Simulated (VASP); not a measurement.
# B6P7 in VASP: notebook

B6P7 is run at these levels: PBE; tasks: single point.

All numbers are computed with VASP 6.6.1; they aren't measurements. Logs are shortened: lines on timing, memory, paths and dates and some standing lists are left out, and cuts for length are marked.

## Step 1: The cell of the first run

The cell holds an amorphous packing of atoms, 26 atoms: a = 7.029 Å, b = 7.281 Å, c = 7.183 Å, α = 88.49°, β = 89.27°, γ = 82.55°.

## Step 2: Single point, PBE

Input file INCAR:

```
SYSTEM = B6P7
ALGO = Normal ; EDIFF = 1E-6
ENCUT = 520 ; GGA = PE
ISIF = 2 ; ISMEAR = -1
ISYM = 0 ; LASPH = .True.
LCHARG = .False. ; LREAL = Auto
LWAVE = .False. ; NBANDS = 72
NELM = 60 ; PREC = Accurate
SIGMA = 0.3447
```

Input file KPOINTS:

```
Automatic mesh
0
Gamma
  1 1 1
  0.25 0.25 0.25
```

Input file POSCAR:

```
B6P7
1.0
    7.0133910000      0.4643600000      0.0424130000
    0.4643600000      7.2659330000      0.0942560000
    0.0424130000      0.0942560000      7.1824730000
P B
14 12
Direct
    0.8527791465      0.5233629016      0.2737512531
    0.9275676820      0.8394577790      0.0720664233
   -0.0795496199      0.3313832827      0.8737049308
    0.4554756210      0.3236355933      0.6847182462
    0.7430645798      0.7145250765      0.5183245557
    0.3193305174      0.0122300545      0.7685868751
    0.1904031523      0.8965002362      0.3355196608
    1.0467174435     -0.0994611735      0.7894299617
    0.1406356485      1.0593204000      1.1285263330
    0.4603569785      0.4763109079      0.2015838721
    0.1282890053      0.3652152474      0.1805741769
    0.2578834698      0.6237597256      0.8899471382
    0.4722291366      0.7975640076      0.2342348036
    0.7689104109      0.0090925737      0.5279847447
    0.5719356650      0.0956276549      0.6466625092
    0.2256799538      0.5567836099      0.6715206643
   -0.2713440118      0.6561528796      0.8186051194
   -0.1159548738      0.2263042710      0.0880913104
    0.4533636467      0.9820669462     -0.0372557216
    0.6868876185      0.9412437205      0.0912839028
    0.5295973262      0.7960684010     -0.1236046463
    0.3790223357      0.0067572795      0.4818181163
    0.5921307418      0.0070419664      0.2926361451
    0.6475520307      0.2022505165      0.1822169121
    0.2576142235      0.3349398429      0.4102529474
    0.3849776610      0.4948478855      0.4833558804
```

Potentials or basis: VASP PAW PBE potentials, release 64 (P, B).

Started as:

```
$ cat potpaw_PBE.64/P/POTCAR potpaw_PBE.64/B/POTCAR > POTCAR
$ mpirun -np 1 vasp_std > vasp.out
```

OUTCAR:

```text
SYSTEM = B6P7
   EDIFF = 1E-6
   ENCUT = 520
   GGA = PE
   ISIF = 2
   ISMEAR = -1
   ISYM = 0
   LASPH = .True.
   LREAL = Auto
   NELM = 60
   PREC = Accurate

 ion  position               nearest neighbor table
   1  0.853  0.523  0.274-  11 2.23   5 2.33  18 2.55   2 2.79  10 2.88
   2  0.928  0.839  0.072-  20 1.76   8 2.24   9 2.38   7 2.74   1 2.79  12 2.94
   3  0.920  0.331  0.874-  18 1.73  11 2.69   9 2.96
   4  0.455  0.324  0.685-  15 1.78  26 1.91  16 2.19  25 2.42   6 2.63  12 2.87
   5  0.743  0.715  0.518-  14 2.18  17 2.19   1 2.33  13 2.81
   6  0.319  0.012  0.769-  19 1.69  22 2.10  15 2.12  21 2.15   8 2.18   4 2.63   9 2.87
   7  0.190  0.897  0.336-   9 1.88  22 1.97  13 2.14   2 2.74
   8  0.047  0.901  0.789-   6 2.18   2 2.24  12 2.44  14 2.75   9 2.84
   9  0.141  0.059  0.129-   7 1.88  18 2.06  11 2.26   2 2.38  19 2.49   8 2.84   6 2.87  13 2.91
                             3 2.96
  10  0.460  0.476  0.202-  26 2.09  24 2.25  25 2.36  13 2.37  11 2.57  12 2.78   1 2.88
  11  0.128  0.365  0.181-  25 1.89  18 2.22   1 2.23   9 2.26  10 2.57   3 2.69
  12  0.258  0.624  0.890-  16 1.68  21 2.42   8 2.44  10 2.78   4 2.87   2 2.94
  13  0.472  0.798  0.234-  23 1.89   7 2.14  20 2.18  19 2.33  10 2.37  22 2.40   5 2.81   9 2.91

  14  0.769  0.009  0.528-  15 1.68  23 2.11   5 2.18   8 2.75
  15  0.572  0.096  0.647-  14 1.68   4 1.78  22 1.99   6 2.12
  16  0.226  0.557  0.672-  12 1.68  26 1.77   4 2.19
  17  0.729  0.656  0.819-  21 1.68   5 2.19
  18  0.884  0.226  0.088-   3 1.73  24 1.81   9 2.06  11 2.22   1 2.55
  19  0.453  0.982  0.963-  21 1.53   6 1.69  20 1.88  13 2.33   9 2.49
  20  0.687  0.941  0.091-  23 1.64   2 1.76  19 1.88  24 2.01  13 2.18
  21  0.530  0.796  0.876-  19 1.53  17 1.68   6 2.15  12 2.42
  22  0.379  0.007  0.482-   7 1.97  15 1.99  23 2.01   6 2.10  13 2.40
  23  0.592  0.007  0.293-  20 1.64  24 1.70  13 1.89  22 2.01  14 2.11
  24  0.648  0.202  0.182-  23 1.70  18 1.81  20 2.01  10 2.25
  25  0.258  0.335  0.410-  26 1.66  11 1.89  10 2.36   4 2.42
  26  0.385  0.495  0.483-  25 1.66  16 1.77   4 1.91  10 2.09

IMPORTANT INFORMATION: All symmetrisations will be switched off!
NOSYMM: (Re-)initialisation of all symmetry stuff for point group C_1.

----------------------------------------------------------------------------------------

                                     Primitive cell

  volume of cell :     364.3900

  direct lattice vectors                    reciprocal lattice vectors
     7.013391000  0.464360000  0.042413000     0.143194064 -0.009142006 -0.000725600
     0.464360000  7.265933000  0.094256000    -0.009142006  0.138235665 -0.001760090
     0.042413000  0.094256000  7.182473000    -0.000725600 -0.001760090  0.139255194

  length of vectors
     7.028874902  7.281366408  7.183216651     0.143487430  0.138548812  0.139268207

  position of ions in fractional coordinates (direct lattice)
     0.852779146  0.523362902  0.273751253
     0.927567682  0.839457779  0.072066423
     0.920450380  0.331383283  0.873704931
     0.455475621  0.323635593  0.684718246
     0.743064580  0.714525077  0.518324556
     0.319330517  0.012230055  0.768586875
[... 18 lines left out ...]
     0.257614223  0.334939843  0.410252947
     0.384977661  0.494847886  0.483355880

  ion indices of the primitive-cell ions
   primitive index   ion index
                 1           1
                 2           2
                 3           3
                 4           4
                 5           5
                 6           6
[... 18 lines left out ...]
                25          25
                26          26

----------------------------------------------------------------------------------------

 KPOINTS: Automatic mesh

Automatic generation of k-mesh.
 Grid dimensions read from file:
 generate k-points for:    1    1    1

 Generating k-lattice:

  Cartesian coordinates                     Fractional coordinates (reciprocal lattice)
     0.143194064 -0.009142006 -0.000725600     1.000000000  0.000000000 -0.000000000
    -0.009142006  0.138235665 -0.001760090     0.000000000  1.000000000  0.000000000
    -0.000725600 -0.001760090  0.139255194    -0.000000000  0.000000000  1.000000000

  Length of vectors
     0.143487430  0.138548812  0.139268207

  Shift w.r.t. Gamma in fractional coordinates (k-lattice)
     0.250000000  0.250000000  0.250000000

 Subroutine IBZKPT returns following result:
 ===========================================

 Found      1 irreducible k-points:

 Following reciprocal coordinates:
            Coordinates               Weight
  0.250000  0.250000  0.250000      2.000000
   k-points           NKPTS =      1   k-points in BZ     NKDIM =      1   number of bands    NBANDS=     72
   number of dos      NEDOS =    301   number of ions     NIONS =     26
   total plane-waves  NPLWV = 157464
   dimension x,y,z NGX =    54 NGY =   54 NGZ =   54
   dimension x,y,z NGXF=   108 NGYF=  108 NGZF=  108
   ions per type =              14  12
   NGX,Y,Z   is equivalent  to a cutoff of  12.77, 12.33, 12.50 a.u.
   NGXF,Y,Z  is equivalent  to a cutoff of  25.54, 24.66, 25.00 a.u.
 SYSTEM =  B6P7
   PREC   = accura    normal or accurate (medium, high low for compatibility)
   ISTART =      0    job   : 0-new  1-cont  2-samecut
   ICHARG =      2    charge: 1-file 2-atom 10-const
   ISPIN  =      1    spin polarized calculation?
   LNONCOLLINEAR =      F non collinear calculations
   LSORBIT =      F    spin-orbit coupling
   LASPH  =      T    aspherical Exc in radial PAW
   ENCUT  =  520.0 eV  38.22 Ry    6.18 a.u.  13.07 13.54 13.36*2*pi/ulx,y,z
   NELM   =     60;   NELMIN=  2; NELMDL= -5     # of ELM steps
   EDIFF  = 0.1E-05   stopping-criterion for ELM
   LREAL  =      T    real-space projection
   EDIFFG = 0.1E-04   stopping-criterion for IOM
   NSW    =      0    number of steps for IOM
   IBRION =     -1    ionic relax: 0-MD 1-quasi-New 2-CG
   NFREE  =      0    steps in history (QN), initial steepest desc. (CG)
   ISIF   =      2    stress and relaxation
   ISYM   =      0    0-nonsym 1-usesym 2-fastsym
   POTIM  = 0.5000    time-step for ionic-motion
   TEBEG  =    0.0;   TEEND  =   0.0 temperature during run
   PSTRESS=    0.0 pullay stress
   NELECT =     106.0000    total number of electrons
   NUPDOWN=      -1.0000    fix difference up-down
   EMIN   =  10.00;   EMAX   =-10.00  energy-range for DOS
   EFERMI =   0.00;   METHOD = LEGACY
   ISMEAR =    -1;   SIGMA  =   0.34  broadening in eV -4-tet -1-fermi 0-gaus
   EFERMI_NEDOS =   21; number of points for ismear=-14 and -15
   IALGO  =     38    algorithm
   IMIX   =      4    mixing-type and parameters
     AMIX     =   0.40;   BMIX     =  1.00
     AMIX_MAG =   1.60;   BMIX_MAG =  1.00
  volume/ion in A,a.u.               =      14.01        94.58
  Fermi-wavevector in a.u.,A,eV,Ry     =   1.084729  2.049841 16.009122  1.176637
  Thomas-Fermi vector in A             =   2.220826
   LORBIT       =      0    0 simple, 1 ext, 2 COOP (PROOUT), +10 PAW based schemes
   GGA     = PE    functional components
[... 5 lines left out ...]
 non-spin polarized calculation
  energy-cutoff  :      520.00
  volume of cell :      364.39
 maximum number of plane-waves:      9824
 NGX is ok and might be reduce to    54
   NGX = 27   NGY = 27   NGZ = 27

 number of electron     106.0000001 magnetization

 Free energy of the ion-electron system (eV)
  ---------------------------------------------------
  ext. energy  EPLUGINS =         0.00000000
  ---------------------------------------------------
  free energy    TOTEN  =      -130.95241357 eV

  energy without entropy =     -127.29067224  energy(sigma->0) =     -129.12154290

 E-fermi :   5.9739     XC(G=0): -10.1866

 val. band max:        5.9090242179   @ k =   0.2500   0.2500   0.2500
 cond. band min:       6.0990405233   @ k =   0.2500   0.2500   0.2500
 fundamental gap:      0.1900163054
 Fermi energy:         5.9738801993

 k-point     1 :       0.2500    0.2500    0.2500
  band No.  band energies     occupation
      1     -10.0512      2.00000
      2      -8.9087      2.00000
      3      -8.4820      2.00000
      4      -8.0588      2.00000
      5      -7.5375      2.00000
      6      -7.1202      2.00000
[... 57 lines left out ...]
     64       8.1764      0.00335
     65       8.2532      0.00268
 [bands above 65 left out]

------------------------ aborting loop because EDIFF is reached ----------------------------------------

  FORCE on cell =-STRESS in cart. coord.  units (eV):
  Direction    XX          YY          ZZ          XY          YZ          ZX
  --------------------------------------------------------------------------------------
  -------------------------------------------------------------------------------------
  Total       11.0873524     20.6309580     24.1304810      0.1108080     -6.7181247     -4.7671194
  in kB       48.7497053     90.7117488    106.0987149      0.4872089    -29.5387563    -20.9604294
  external PRESSURE =      81.8533897 kB  Pullay stress =       0.0000000 kB

 VOLUME and BASIS-vectors are now :
 -----------------------------------------------------------------------------
  energy-cutoff  :      520.00
  volume of cell :      364.39
      direct lattice vectors                 reciprocal lattice vectors
     7.013391000  0.464360000  0.042413000     0.143194064 -0.009142006 -0.000725600
     0.464360000  7.265933000  0.094256000    -0.009142006  0.138235665 -0.001760090
     0.042413000  0.094256000  7.182473000    -0.000725600 -0.001760090  0.139255194

 POSITION                                       TOTAL-FORCE (eV/Angst)
 -----------------------------------------------------------------------------------
      6.23551      4.22452      2.05171        -0.261896      1.122756      0.409192
      6.89826      6.53696      0.63608         1.436130     -2.367545     -0.870254
      6.64642      2.91758      6.34564        -0.207947      2.887535     -3.426703
      3.37375      2.62756      4.96779        -0.479708      1.687213     -0.044763
      5.56518      5.58560      3.82172        -0.011628     -1.802089      1.700917
      2.27787      0.30959      5.53505        -1.098358      0.901153     -4.499364
[... 18 lines left out ...]
      1.97968      2.59195      2.98913         0.622636     -1.339627      0.966189
      2.95029      3.81986      3.53466        -0.447956      0.205370     -0.199837
 -----------------------------------------------------------------------------------
    total drift:                                0.007559      0.001198     -0.003005

  FREE ENERGIE OF THE ION-ELECTRON SYSTEM (eV)
  ---------------------------------------------------
  free  energy   TOTEN  =      -130.9524135676 eV

  energy  without entropy=     -127.2906722359  energy(sigma->0) =     -129.12154290
```

It took 75 s on 1 thread of Intel Xeon Platinum 8259CL at 2.50GHz (Skylake/Cascade Lake), shared host; peak memory 0.41 GiB.

What came out:

* Free energy: -130.9524 eV
* Pressure: 8.2 GPa
* Largest force: 7.864 eV/Å
* Band gap on the k mesh: 0.19 eV

Forces in eV/Å, atoms in the order of the input:
```
P   -0.262  1.123  0.409
P    1.436 -2.368 -0.870
P   -0.208  2.888 -3.427
P   -0.480  1.687 -0.045
P   -0.012 -1.802  1.701
P   -1.098  0.901 -4.499
P   -0.436 -3.527  7.015
P   -0.713 -1.420 -0.129
P   -1.722  4.442 -5.317
P    0.606 -1.229  1.877
P    0.190 -0.132  0.054
P    0.349  2.579  3.138
P    0.952 -0.868  0.177
P    4.312 -1.242 -3.072
B   -3.621 -0.315  1.103
B    1.182 -1.487 -5.144
B    0.295 -0.736 -1.695
B   -2.596 -1.701  3.347
B    3.116  1.705  4.391
B   -3.538  2.239 -1.361
B    0.800 -3.139 -0.086
B    0.680  1.618 -0.031
B   -0.517  2.135  2.296
B    1.111 -0.217 -0.600
B    0.623 -1.340  0.966
B   -0.448  0.205 -0.200
```

Caveat: the k points lie up to 0.90 Å⁻¹ apart.

## Step 3: Single point, PBE

Input file INCAR:

```
SYSTEM = B6P7
PREC = Accurate ; ENCUT = 520
EDIFF = 1E-7 ; ISMEAR = -1
SIGMA = 0.3447 ; LREAL = Auto
LASPH = .True. ; NELM = 100
ALGO = Normal ; ISIF = 2
LWAVE = .False. ; LCHARG = .False.
GGA = PE ; ISYM = 0
NBANDS = 72
```

KPOINTS is that of step 2.

Input file POSCAR:

```
B6P7
1.0
    7.0133910000      0.4643600000      0.0424130000
    0.4643600000      7.2659330000      0.0942560000
    0.0424130000      0.0942560000      7.1824730000
P B
14 12
Direct
    0.8365133360      0.4146496533      0.3388863059
    0.7728936386      0.7090706516      0.1158999273
   -0.2986277846      0.3026984221      0.6258311807
    0.3963265068      0.2945634119      0.7661985273
    0.8134586386      0.6270042325      0.5233258611
    0.3588678173     -0.0000276627      0.6525010183
    0.1218029279      0.8919257409      0.3900644833
    0.9570262843     -0.1825617879      0.7203890900
    0.0310509768      1.0730818199      0.9628199974
    0.5007992634      0.4380039337      0.1507661918
    0.1756556494      0.5677727256      0.3524227562
    0.2403660242      0.5507249950      0.9740039706
    0.3772267720      0.7502315465      0.2679280321
    0.8481381198     -0.0425173966      0.4725231042
    0.7282541954     -0.1085290748      0.8405710779
    0.6273390172      0.6242743684      0.3711394481
   -0.2298787100      0.6076843598      0.8493850167
   -0.2116051941      0.2014260147     -0.0918874041
    0.6012268125      1.0018233270      0.0278830575
    0.5729756157      0.8024438330     -0.0422475324
    0.4259095787      0.6687882166     -0.1967062605
    0.4279303920      0.1916944133      0.4516686439
    0.4804192804      0.1524428267      0.2365169108
    0.6572016745      0.2243004963      0.1096954263
    0.2662573178      0.3941688138      0.5040693439
    0.3532016980      0.5271360727      0.6860982170
```

Potentials or basis: VASP PAW PBE potentials, release 64 (P, B).

Started as:

```
$ cat potpaw_PBE.64/P/POTCAR potpaw_PBE.64/B/POTCAR > POTCAR
$ mpirun -np 1 vasp_std > vasp.out
```

OUTCAR:

```text
SYSTEM = B6P7
   PREC = Accurate
   ENCUT = 520
   EDIFF = 1E-7
   ISMEAR = -1
   LREAL = Auto
   LASPH = .True.
   NELM = 100
   ISIF = 2
   GGA = PE
   ISYM = 0

 ion  position               nearest neighbor table
   1  0.837  0.415  0.339-  16 1.99   5 2.05   3 2.42   2 2.64  10 2.72  11 2.76
   2  0.773  0.709  0.116-  20 1.87  17 2.07  16 2.20  15 2.35  19 2.38   1 2.64  10 2.93  13 2.96

   3  0.701  0.303  0.626-  18 2.21   4 2.36   1 2.42  22 2.54   5 2.67  14 2.84
[... 276 lines left out ...]
  Total       23.7246731      8.9056189     17.0312234     -3.3972504    -10.8601903     -8.1246569
  in kB      104.3144282     39.1568955     74.8841648    -14.9372861    -47.7509021    -35.7231030
  external PRESSURE =      72.7851628 kB  Pullay stress =       0.0000000 kB

 VOLUME and BASIS-vectors are now :
 -----------------------------------------------------------------------------
  energy-cutoff  :      520.00
  volume of cell :      364.39
      direct lattice vectors                 reciprocal lattice vectors
     7.013391000  0.464360000  0.042413000     0.143194064 -0.009142006 -0.000725600
     0.464360000  7.265933000  0.094256000    -0.009142006  0.138235665 -0.001760090
     0.042413000  0.094256000  7.182473000    -0.000725600 -0.001760090  0.139255194

 POSITION                                       TOTAL-FORCE (eV/Angst)
 -----------------------------------------------------------------------------------
      6.07371      3.43320      2.50860         0.581695     -2.172133     -1.043517
      5.75479      5.52189      0.93206         1.526708     -0.576349      0.738438
      5.08610      2.58406      4.55329         0.265285     -1.361952      1.232535
      2.94887      2.39654      5.54777        -0.010190     -1.982818      0.630997
      6.01845      4.98283      3.85237         1.386622      1.124002      4.507092
      3.00890      7.49388      4.79604        -0.653440     -0.110404     -1.056080
[... 18 lines left out ...]
      2.07178      3.03515      3.66891         2.867907     -2.508442      2.983903
      2.75102      4.05882      4.99255        -1.532125     -0.030035     -2.846980
 -----------------------------------------------------------------------------------
    total drift:                               -0.005409     -0.000338      0.009208

  FREE ENERGIE OF THE ION-ELECTRON SYSTEM (eV)
  ---------------------------------------------------
  free  energy   TOTEN  =      -131.0871418137 eV

  energy  without entropy=     -127.0353516131  energy(sigma->0) =     -129.06124671
```

OSZICAR:

```text
N       E                     dE             d eps       ncg     rms          rms(c)
DAV:   1     0.377299402580E+03    0.37730E+03   -0.45423E+04   144   0.128E+03
DAV:   2    -0.107423200011E+03   -0.48472E+03   -0.46471E+03   176   0.221E+02
DAV:   3    -0.142661103062E+03   -0.35238E+02   -0.33678E+02   184   0.544E+01
DAV:   4    -0.143907601975E+03   -0.12465E+01   -0.12209E+01   192   0.103E+01
DAV:   5    -0.143937768095E+03   -0.30166E-01   -0.29905E-01   176   0.164E+00    0.274E+01
DAV:   6    -0.131223609454E+03    0.12714E+02   -0.39288E+01   192   0.236E+01    0.166E+01
DAV:   7    -0.131222894471E+03    0.71498E-03   -0.15453E+01   168   0.115E+01    0.870E+00
DAV:   8    -0.131094099014E+03    0.12880E+00   -0.15490E+00   168   0.407E+00    0.345E+00
DAV:   9    -0.131087775022E+03    0.63240E-02   -0.25011E-01   176   0.159E+00    0.121E+00
DAV:  10    -0.131086750183E+03    0.10248E-02   -0.32965E-02   176   0.612E-01    0.585E-01
DAV:  11    -0.131086780820E+03   -0.30636E-04   -0.70019E-03   176   0.274E-01    0.320E-01
DAV:  12    -0.131087078657E+03   -0.29784E-03   -0.17942E-03   168   0.145E-01    0.107E-01
DAV:  13    -0.131087114504E+03   -0.35848E-04   -0.29924E-04   168   0.584E-02    0.486E-02
DAV:  14    -0.131087130951E+03   -0.16447E-04   -0.69717E-05   192   0.265E-02    0.190E-02
DAV:  15    -0.131087139689E+03   -0.87372E-05   -0.15683E-05   160   0.131E-02    0.686E-03
DAV:  16    -0.131087141274E+03   -0.15856E-05   -0.25637E-06   168   0.512E-03    0.368E-03
DAV:  17    -0.131087141733E+03   -0.45915E-06   -0.76400E-07   168   0.262E-03    0.133E-03
DAV:  18    -0.131087141814E+03   -0.80448E-07   -0.20622E-07   112   0.125E-03
   1 F= -.13108714E+03 E0= -.12906125E+03  d E =-.405179E+01
```

It took 82 s on 1 thread of Intel Xeon Platinum 8259CL at 2.50GHz (Skylake/Cascade Lake), shared host; peak memory 0.41 GiB.

Results:

```
Free energy            : -131.0871 eV
Pressure               : 7.3 GPa
Largest force          : 5.039 eV/Å
Band gap on the k mesh : 0.16 eV
```

Forces on the atoms (eV/Å):
```
P    0.582 -2.172 -1.044
P    1.527 -0.576  0.738
P    0.265 -1.362  1.233
P   -0.010 -1.983  0.631
P    1.387  1.124  4.507
P   -0.653 -0.110 -1.056
P    2.392  0.728 -0.022
P    1.648  0.068  1.547
P    0.276 -0.397 -0.439
P   -1.371  0.001  0.204
P   -1.794  2.173 -2.005
P    0.137 -0.560 -0.057
P    1.932 -0.016 -0.340
P   -2.698  1.672 -0.262
B    0.935  1.783 -0.293
B   -2.918  0.162 -3.269
B   -1.286  1.699  0.570
B   -0.662 -0.848 -0.696
B    0.231  2.398  1.422
B   -3.641 -3.067 -1.653
B    1.801  3.337  2.612
B   -1.682  0.046  0.964
B    1.328  0.062 -1.527
B    0.942 -1.623 -1.903
B    2.868 -2.508  2.984
B   -1.532 -0.030 -2.847
```

Stress tensor (GPa, compression positive):
```
10.43 -1.49 -3.57
-1.49  3.92 -4.78
-3.57 -4.78  7.49
```

Caveat: the k points lie up to 0.90 Å⁻¹ apart.

(Continued in part 2 of 2.)
